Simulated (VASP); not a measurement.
Input of a VASP 6.6.1 run:

INCAR

```
ALGO = Normal
EDIFF = 1E-6
ENCUT = 500
GGA = PE
GGA_COMPAT = F
ISIF = 2
ISMEAR = 0
LASPH = T
LCHARG = F
LREAL = F
LWAVE = F
NBANDS = 28
NELM = 120
PREC = Accurate
SIGMA = 0.1
```

KPOINTS

```
k-points
0
Gamma
  4 4 4
```

POSCAR

```
Ca3SiS
1.0
    5.5049627632      0.0000000000      0.0000000000
    0.0000000000      5.5049627632      0.0000000000
    0.0000000000      0.0000000000      5.5049627632
Ca Si S
3 1 1
Direct
    0.0000000000      0.5000000000      0.5000000000
    0.5000000000      0.0000000000      0.5000000000
    0.5000000000      0.5000000000      0.0000000000
    0.5000000000      0.5000000000      0.5000000000
    0.0000000000      0.0000000000      0.0000000000
```

Potentials or basis: VASP PAW PBE potentials, release 64 (Ca_sv, Si, S).

Launch:

```console
$ cat potpaw_PBE.64/Ca_sv/POTCAR potpaw_PBE.64/Si/POTCAR potpaw_PBE.64/S/POTCAR > POTCAR
$ mpirun -np 1 vasp_std > vasp.out
```

(1) Predict the band gap on the k mesh.

(2) What does it give for the pressure?

Results:

(1) zero (filled and empty bands touch).

(2) 0.1 GPa.
